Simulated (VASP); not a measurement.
Wanted: the native input for a VASP 6.6.1 run.

| Property | Result |
| --- | --- |
| Task | single point |
| Functional | PBEsol |
| Potentials or basis | VASP PAW PBE potentials, release 64 (Cu_sv_GW) |
| Cutoff | 820 eV |
| k mesh | 23 × 23 × 23 |
| Occupations | gaussian, width 0.1 eV |
| Spin | no spin polarisation |
| Dipole correction | no |
| Further INCAR settings | ALGO = Normal; EDIFF = 1e-06; NBANDS = 16 |

The structure of Cu lies in POSCAR:

```
Cu
1.0
    1.3718100622      1.3718100622      1.3718100622
   -1.3718100622      1.3718100622      1.3718100622
   -1.3718100622     -1.3718100622      1.3718100622
Cu
1
Direct
    0.0000000000      0.0000000000      0.0000000000
```

This isn't the form of Cu at room conditions, which is fcc.

One way to write it, as run:

INCAR

```
  PREC = Accurate
  ENCUT = 820
  EDIFF = 1E-6
  ISMEAR = 0
  SIGMA = 0.1
  LREAL = False
  LASPH = True
  NELM = 120
  ALGO = Normal
  ISIF = 2
  LWAVE = False
  LCHARG = False
  GGA = PS
  NBANDS = 16
  GGA_COMPAT = False
```

KPOINTS

```
Automatic mesh
0
Gamma
  23 23 23
```

Potentials or basis: VASP PAW PBE potentials, release 64 (Cu_sv_GW).

Run with:

```console
$ cat potpaw_PBE.64/Cu_sv_GW/POTCAR > POTCAR
$ mpirun -np 1 vasp_std > vasp.out
```

It gave:

| Property | Result |
| --- | --- |
| Pressure | 19.1 GPa |
| Band gap on the k mesh | zero (an odd number of electrons rules out a gap without spin polarisation) |

Caveat: the cell stands under pressure; the PAW data sets were made with another functional, which shifts forces and pressure a little.

Run time: 36 s on 1 thread of Intel(R) Xeon(R) 6975P-C (Granite Rapids), on a shared host, peak memory 0.27 GiB.
